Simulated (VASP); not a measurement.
# Si4C in VASP: a series of runs

The runs below take Si4C through single point, with PBE.

Program: VASP 6.6.1. These are calculated values, not measurements. Logs are shortened: lines on timing, memory, paths and dates and some standing lists are left out, and cuts for length are marked.

## Step 1: The cell of the first run

The cell holds a slab with vacuum, 5 atoms: a = 3.868 Å, b = 3.868 Å, c = 19.437 Å, α = 90.00°, β = 90.00°, γ = 120.00°.

## Step 2: Single point, PBE, collinear spin, ferromagnetic start

Contents of INCAR:

```
SYSTEM = Si4C
  ALGO = Normal
  DIPOL = 0.5 0.5 0.348
  EDIFF = 1E-6
  ENCUT = 520
  GGA = PE
  IDIPOL = 3
  ISIF = 2
  ISMEAR = 0
  ISPIN = 2
  LASPH = .TRUE.
  LCHARG = .FALSE.
  LDIPOL = .TRUE.
  LORBIT = 11
  LREAL = .FALSE.
  LWAVE = .FALSE.
  MAGMOM = 0 0 0 0 2
  NBANDS = 22
  NELM = 150
  PREC = Accurate
  SIGMA = 0.05
```

Contents of KPOINTS:

```
k-points
0
G
  9 9 1
  0 0 0
```

Contents of POSCAR:

```
Si4C
1.0
    3.8675355701      0.0000000000      0.0000000000
   -1.9337677851      3.3493840538      0.0000000000
    0.0000000000      0.0000000000     19.4372967090
Si C
4 1
Direct
    0.3333333333      0.6666666667      0.2057899336
    0.0000000000      0.0000000000      0.2464055298
    0.0000000000      0.0000000000      0.3748662321
    0.6666666667      0.3333333333      0.4083539408
    0.6666666667      0.3333333333      0.5044081667
```

Potentials or basis: VASP PAW PBE potentials, release 64 (Si, C).

Launch:

```
$ cat potpaw_PBE.64/Si/POTCAR potpaw_PBE.64/C/POTCAR > POTCAR
$ mpirun -np 1 vasp_std > vasp.out
```

OUTCAR:

```text
SYSTEM = Si4C
   EDIFF = 1E-6
   ENCUT = 520
   GGA = PE
   ISIF = 2
   ISMEAR = 0
   ISPIN = 2
   LASPH = .TRUE.
   LORBIT = 11
   LREAL = .FALSE.
   NELM = 150
   PREC = Accurate

 ion  position               nearest neighbor table
   1  0.333  0.667  0.206-   2 2.37   2 2.37   2 2.37
   2  0.000  0.000  0.246-   1 2.37   1 2.37   1 2.37   3 2.50
   3  0.000  0.000  0.375-   4 2.33   4 2.33   4 2.33   2 2.50
   4  0.667  0.333  0.408-   5 1.87   3 2.33   3 2.33   3 2.33
   5  0.667  0.333  0.504-   4 1.87

  LATTYP: Found a hexagonal cell.
 ALAT       =     3.8675355701
 C/A-ratio  =     5.0257577097

  Lattice vectors:

 A1 = (   3.8675355701,   0.0000000000,   0.0000000000)
 A2 = (  -1.9337677851,   3.3493840538,   0.0000000000)
 A3 = (   0.0000000000,   0.0000000000,  19.4372967090)

Analysis of symmetry for initial positions (statically):
=====================================================================
 Subroutine PRICEL returns:
 Original cell was already a primitive cell.

 Routine SETGRP: Setting up the symmetry group for a
 hexagonal supercell.

 Subroutine GETGRP returns: Found  6 space group operations
 (whereof  6 operations were pure point group operations)
 out of a pool of 24 trial point group operations.

The static configuration has the point symmetry C_3v.

Analysis of symmetry for dynamics (positions and initial velocities):
=====================================================================
 Subroutine PRICEL returns:
 Original cell was already a primitive cell.

 Routine SETGRP: Setting up the symmetry group for a
 hexagonal supercell.

 Subroutine GETGRP returns: Found  6 space group operations
 (whereof  6 operations were pure point group operations)
 out of a pool of 24 trial point group operations.

The dynamic configuration has the point symmetry C_3v.

Analysis of structural, dynamic, and magnetic symmetry:
=====================================================================
 Subroutine PRICEL returns:
 Original cell was already a primitive cell.

 Routine SETGRP: Setting up the symmetry group for a
 hexagonal supercell.

 Subroutine GETGRP returns: Found  6 space group operations
 (whereof  6 operations were pure point group operations)
 out of a pool of 24 trial point group operations.

The overall configuration has the point symmetry C_3v.

 Subroutine INISYM returns: Found  6 space group operations
 (whereof  6 operations are pure point group operations),
 and found     1 'primitive' translations

----------------------------------------------------------------------------------------

                                     Primitive cell

  volume of cell :     251.7881

  direct lattice vectors                    reciprocal lattice vectors
     3.867535570  0.000000000  0.000000000     0.258562586  0.149281179  0.000000000
    -1.933767785  3.349384054  0.000000000     0.000000000  0.298562358  0.000000000
     0.000000000  0.000000000 19.437296709     0.000000000  0.000000000  0.051447483

  length of vectors
     3.867535570  3.867535570 19.437296709     0.298562358  0.298562358  0.051447483

  position of ions in fractional coordinates (direct lattice)
     0.333333333  0.666666667  0.205789934
     0.000000000  0.000000000  0.246405530
     0.000000000  0.000000000  0.374866232
     0.666666667  0.333333333  0.408353941
     0.666666667  0.333333333  0.504408167

  ion indices of the primitive-cell ions
   primitive index   ion index
                 1           1
                 2           2
                 3           3
                 4           4
                 5           5

----------------------------------------------------------------------------------------

 KPOINTS: k-points
[... 28 lines left out ...]
  0.333333  0.000000  0.000000      6.000000
  0.444444  0.000000  0.000000      6.000000
  0.111111  0.111111  0.000000      6.000000
  0.222222  0.111111  0.000000     12.000000
  0.333333  0.111111  0.000000     12.000000
  0.444444  0.111111  0.000000      6.000000
  0.222222  0.222222  0.000000      6.000000
  0.333333  0.222222  0.000000     12.000000
  0.333333  0.333333  0.000000      2.000000
   k-points           NKPTS =     12   k-points in BZ     NKDIM =     12   number of bands    NBANDS=     22
   number of dos      NEDOS =    301   number of ions     NIONS =      5
   total plane-waves  NPLWV = 135000
   dimension x,y,z NGX =    30 NGY =   30 NGZ =  150
   dimension x,y,z NGXF=    60 NGYF=   60 NGZF=  300
   ions per type =               4   1
   NGX,Y,Z   is equivalent  to a cutoff of  12.90, 12.90, 12.83 a.u.
   NGXF,Y,Z  is equivalent  to a cutoff of  25.79, 25.79, 25.66 a.u.
 SYSTEM =  Si4C
   PREC   = accura    normal or accurate (medium, high low for compatibility)
   ISTART =      0    job   : 0-new  1-cont  2-samecut
   ICHARG =      2    charge: 1-file 2-atom 10-const
   ISPIN  =      2    spin polarized calculation?
   LNONCOLLINEAR =      F non collinear calculations
   LSORBIT =      F    spin-orbit coupling
   LASPH  =      T    aspherical Exc in radial PAW
   ENCUT  =  520.0 eV  38.22 Ry    6.18 a.u.   7.19  7.19 36.14*2*pi/ulx,y,z
   NELM   =    150;   NELMIN=  2; NELMDL= -5     # of ELM steps
   EDIFF  = 0.1E-05   stopping-criterion for ELM
   LREAL  =      F    real-space projection
   EDIFFG = 0.1E-04   stopping-criterion for IOM
   NSW    =      0    number of steps for IOM
   IBRION =     -1    ionic relax: 0-MD 1-quasi-New 2-CG
   NFREE  =      0    steps in history (QN), initial steepest desc. (CG)
   ISIF   =      2    stress and relaxation
   ISYM   =      2    0-nonsym 1-usesym 2-fastsym
   POTIM  = 0.5000    time-step for ionic-motion
   TEBEG  =    0.0;   TEEND  =   0.0 temperature during run
   PSTRESS=    0.0 pullay stress
   NELECT =      20.0000    total number of electrons
   NUPDOWN=      -1.0000    fix difference up-down
   EMIN   =  10.00;   EMAX   =-10.00  energy-range for DOS
   EFERMI =   0.00;   METHOD = LEGACY
   ISMEAR =     0;   SIGMA  =   0.05  broadening in eV -4-tet -1-fermi 0-gaus
   EFERMI_NEDOS =   21; number of points for ismear=-14 and -15
   IALGO  =     38    algorithm
   IMIX   =      4    mixing-type and parameters
     AMIX     =   0.40;   BMIX     =  1.00
     AMIX_MAG =   1.60;   BMIX_MAG =  1.00
  volume/ion in A,a.u.               =      50.36       339.83
  Fermi-wavevector in a.u.,A,eV,Ry     =   0.703731  1.329858  6.738106  0.495237
  Thomas-Fermi vector in A             =   1.788781
   LORBIT       =     11    0 simple, 1 ext, 2 COOP (PROOUT), +10 PAW based schemes
   GGA     = PE    functional components
   LHFCALC =     F    Hartree Fock is set to
   AEXX    =    0.0000 exact exchange contribution
   IVDW    =     0    specifies the selected vdW correction
   LEPSILON=     F    determine dielectric tensor
   LRPA    =     F    only Hartree local field effects (RPA)
 spin polarized calculation
 Gauss-broadening in eV      SIGMA  =   0.05
  energy-cutoff  :      520.00
  volume of cell :      251.79
 maximum number of plane-waves:      6807
 NGX is ok and might be reduce to    30
   NGX = 15   NGY = 15   NGZ = 73

 number of electron      20.0000002 magnetization       0.3237313

 dipolmoment           0.000000      0.000000      0.181828 electrons x Angstroem

 Free energy of the ion-electron system (eV)
  ---------------------------------------------------
  ext. energy  EPLUGINS =         0.00000000
  ---------------------------------------------------
  free energy    TOTEN  =       -23.82461066 eV

  energy without entropy =      -23.82429281  energy(sigma->0) =      -23.82445174

 E-fermi :  -2.0174     XC(G=0):  -4.2991

 val. band max:       -2.0920409258   @ k =   0.2222   0.0000   0.0000
 cond. band min:      -1.9474052121   @ k =   0.4444   0.1111   0.0000
 fundamental gap:      0.1446357137
 Fermi energy:        -2.0174415586

 spin component 1

 k-point     1 :       0.0000    0.0000    0.0000
  band No.  band energies     occupation
      1     -13.9400      1.00000
      2     -12.4269      1.00000
      3     -10.8346      1.00000
      4      -6.2835      1.00000
      5      -3.4273      1.00000
      6      -3.4273      1.00000
[... 289 lines left out ...]
     21       5.2465      0.00000
     22       5.2492      0.00000
 Fermi energy:        -2.0174415586

 spin component 2

 k-point     1 :       0.0000    0.0000    0.0000
  band No.  band energies     occupation
      1     -13.7618      1.00000
      2     -12.4222      1.00000
      3     -10.3546      1.00000
      4      -6.3462      1.00000
      5      -3.3324      1.00000
      6      -3.2873      1.00000
[... 289 lines left out ...]
     21       5.1409      0.00000
     22       5.1412      0.00000

------------------------ aborting loop because EDIFF is reached ----------------------------------------

 vacuum level on the upper side and lower side of the slab       (xc-potential included)         1.236        -1.236

  FORCE on cell =-STRESS in cart. coord.  units (eV):
  Direction    XX          YY          ZZ          XY          YZ          ZX
  --------------------------------------------------------------------------------------
  -------------------------------------------------------------------------------------
  Total       -0.1457120     -0.1457120     -0.7560970      0.0000000      0.0000000      0.0000000
  in kB       -0.9271940     -0.9271940     -4.8111949      0.0000000      0.0000000      0.0000000
  external PRESSURE =      -2.2218610 kB  Pullay stress =       0.0000000 kB

 VOLUME and BASIS-vectors are now :
 -----------------------------------------------------------------------------
  energy-cutoff  :      520.00
  volume of cell :      251.79
      direct lattice vectors                 reciprocal lattice vectors
     3.867535570  0.000000000  0.000000000     0.258562586  0.149281179  0.000000000
    -1.933767785  3.349384054  0.000000000     0.000000000  0.298562358  0.000000000
     0.000000000  0.000000000 19.437296709     0.000000000  0.000000000  0.051447483

 POSITION                                       TOTAL-FORCE (eV/Angst)
 -----------------------------------------------------------------------------------
     -0.00000      2.23292      4.00000        -0.000000      0.000000      0.635297
      0.00000      0.00000      4.78946        -0.000000      0.000000     -0.337369
      0.00000      0.00000      7.28639         0.000000      0.000000     -0.960886
      1.93377      1.11646      7.93730        -0.000000      0.000000      0.630626
      1.93377      1.11646      9.80433        -0.000000     -0.000000      0.032333
 -----------------------------------------------------------------------------------
    total drift:                               -0.000000      0.000000      0.000002

  FREE ENERGIE OF THE ION-ELECTRON SYSTEM (eV)
  ---------------------------------------------------
  free  energy   TOTEN  =       -23.8246106643 eV

  energy  without entropy=      -23.8242928082  energy(sigma->0) =      -23.82445174

 vacuum level on the upper side and lower side of the slab         5.438         2.898

 total charge

# of ion       s       p       d       tot
------------------------------------------
    1        0.799   0.835   0.000   1.634
    2        0.765   0.879   0.000   1.644
    3        0.788   0.878   0.000   1.666
    4        0.759   0.986   0.000   1.745
    5        1.028   1.068   0.000   2.096
--------------------------------------------------
tot          4.139   4.645   0.000   8.785

 magnetization (x)

# of ion       s       p       d       tot
------------------------------------------
    1       -0.022  -0.110   0.000  -0.132
    2        0.004   0.010   0.000   0.014
    3        0.012  -0.025   0.000  -0.012
    4       -0.004  -0.018   0.000  -0.022
    5        0.017   0.329   0.000   0.346
--------------------------------------------------
tot          0.008   0.186   0.000   0.194
```

It took 3 min on 1 thread of Intel Xeon 6975P-C (Granite Rapids), shared host; peak memory 0.51 GiB.

Results:

* Free energy: -23.8246 eV
* Largest force: 0.961 eV/Å
* Net moment: 0.32 μB per cell
* Site moments: Si -0.13, +0.01, -0.01, -0.02; C +0.35 μB
* Valence electrons inside the program's atomic spheres: Si 1.63, 1.64, 1.67, 1.75; C 2.10

Forces on the atoms (eV/Å):
```
Si   0.000  0.000  0.635
Si   0.000  0.000 -0.337
Si   0.000  0.000 -0.961
Si   0.000  0.000  0.631
C    0.000  0.000  0.032
```

[end of part 1 of 2]
